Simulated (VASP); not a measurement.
Wanted: the native input for a VASP 6.6.1 run.

| Quantity | Value |
| --- | --- |
| Task | single point |
| Functional | PBEsol |
| Potentials or basis | VASP PAW PBE potentials, release 64 (Si, Ti_sv) |
| Cutoff | 520 eV |
| k mesh | 2 × 2 × 2 |
| Occupations | fermi-dirac, width 0.05 eV |
| Spin | no spin polarisation |
| Dipole correction | no |
| Further INCAR settings | LREAL = Auto; ALGO = Normal; EDIFF = 1e-06; NBANDS = 52 |

The structure of TiSi16 (a cell with a defect) lies in POSCAR:

```
TiSi16
1.0
    0.0000000000      5.4300000000      5.4300000000
    5.4300000000      0.0000000000      5.4300000000
    5.4300000000      5.4300000000      0.0000000000
Si Ti
16 1
Direct
    0.0031804442      0.0032974504     -0.0093367477
    0.1270551633      0.1271496741      0.1131278099
    0.0069398076      0.0070283124      0.4865943493
    0.1265348303      0.1266511451      0.6206067604
    0.0072913435      0.5004502958     -0.0077940411
    0.1270378824      0.6331004099      0.1131070104
    0.0069107882      0.4998693403      0.4865898910
    0.1403388111      0.6248765262      0.6103022861
    0.5003465141      0.0073969530     -0.0077983567
    0.6329857512      0.1271436231      0.1131045624
    0.4997542260      0.0070156104      0.4865841148
    0.6247810928      0.1404382369      0.6102831522
    0.5003575019      0.5004637173     -0.0077951372
    0.6250972961      0.6251992375      0.1249193151
    0.5039978925      0.5040995588      0.4882297961
    0.6247682513      0.6248791191      0.6103283976
    0.7538158035      0.7539180898      0.7387591374
```

One way to write it, as run:

INCAR

```
SYSTEM = TiSi16
PREC     = Accurate       ! precision mode
ENCUT    = 520            ! plane-wave cutoff, eV
EDIFF    = 1E-6           ! SCF threshold, eV
ISMEAR   = -1             ! smearing method
SIGMA    = 0.05           ! smearing width, eV
LREAL    = Auto         
LASPH    = .TRUE.         ! aspherical terms in the spheres
NELM     = 60             ! most SCF steps
ALGO     = Normal         ! electronic algorithm
ISIF     = 2              ! what is computed and relaxed
LWAVE    = .FALSE.        ! write WAVECAR
LCHARG   = .FALSE.        ! write CHGCAR
GGA      = PS             ! functional
NBANDS   = 52             ! bands
```

KPOINTS

```
regular mesh
0
G
  2 2 2
  0 0 0
```

Potentials or basis: VASP PAW PBE potentials, release 64 (Si, Ti_sv).

Run with:

```sh
$ cat potpaw_PBE.64/Si/POTCAR potpaw_PBE.64/Ti_sv/POTCAR > POTCAR
$ mpirun -np 1 vasp_std > vasp.out
```

Results of the run:

| Item | Value |
| --- | --- |
| Pressure | 2.1 GPa |
| Largest force | 0.048 eV/Å |
| Band gap on the k mesh | zero (bands 38 and 39 overlap by 0.41 eV) |

Caveat: the k points lie up to 0.50 Å⁻¹ apart; the PAW data sets were made with another functional, which shifts forces and pressure a little.

Run time: 2.2 min on 1 thread of Intel(R) Xeon(R) 6975P-C (Granite Rapids) (shared host), peak memory 0.49 GiB.
